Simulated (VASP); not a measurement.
A run of VASP 6.6.1 is set up as follows.

File INCAR:

```
SYSTEM = Ta8N9
PREC = Accurate ; ENCUT = 520
EDIFF = 1E-7 ; ISMEAR = 0
SIGMA = 0.1 ; LREAL = Auto
LASPH = .True. ; NELM = 80
ALGO = Normal ; ISIF = 2
LWAVE = .False. ; LCHARG = .False.
GGA = PE ; NBANDS = 80
```

KPOINTS

```
regular mesh
0
Gamma
  5 5 5
  0 0 0
```

POSCAR

```
Ta8N9
1.0
    0.0000000000      4.4172695543     -4.4172695543
    4.4172695543      4.4172695543      0.0000000000
    4.4172695543      0.0000000000     -4.4172695543
Ta N
8 9
Direct
    0.2420023245      0.7745584592      0.2567297481
    0.2329663126      0.2475031208      0.2272136639
    0.7362939843      0.7584556384      0.2742558463
    0.7399470328      0.2301592618      0.2619974819
    0.2485696167      0.7292763008      0.7318727011
    0.2525470738      0.2875123386      0.7281768659
    0.7429994841      0.7536080737      0.7261678194
    0.6919101183      0.2927085350      0.7340773435
   -0.0265784097      0.0185361113      0.5216772424
    0.0254041549      0.5014147253      0.4635345375
    0.4526630027      0.0198277463      0.5113334091
    0.5161613916      0.5035560933      0.4451808919
    0.0409882163     -0.0876924071      1.0091217992
   -0.0357913408      0.5257546481      1.0090273969
    0.5161630894     -0.0141977978      0.9869595791
    0.4676099058      0.5182529551      1.0075656342
    0.9328276098      0.1893085739      0.9094724582
```

Potentials or basis: VASP PAW PBE potentials, release 64 (Ta_pv, N).

Command:

```bash
$ cat potpaw_PBE.64/Ta_pv/POTCAR potpaw_PBE.64/N/POTCAR > POTCAR
$ mpirun -np 1 vasp_std > vasp.out
```

**Question.** Predict the largest force.

**Answer.** 2.086 eV/Å.

**Question.** Estimate the pressure.

**Answer.** 24.3 GPa.

**Question.** What does it give for the band gap on the k mesh?

**Answer.** Zero (an odd number of electrons rules out a gap without spin polarisation).

Stress tensor (GPa, compression positive):
```
26.15 -0.33  1.44
-0.33 20.50  0.04
 1.44  0.04 26.27
```

Caveat: spin-orbit coupling is left out, which moves the levels of the heavy elements.
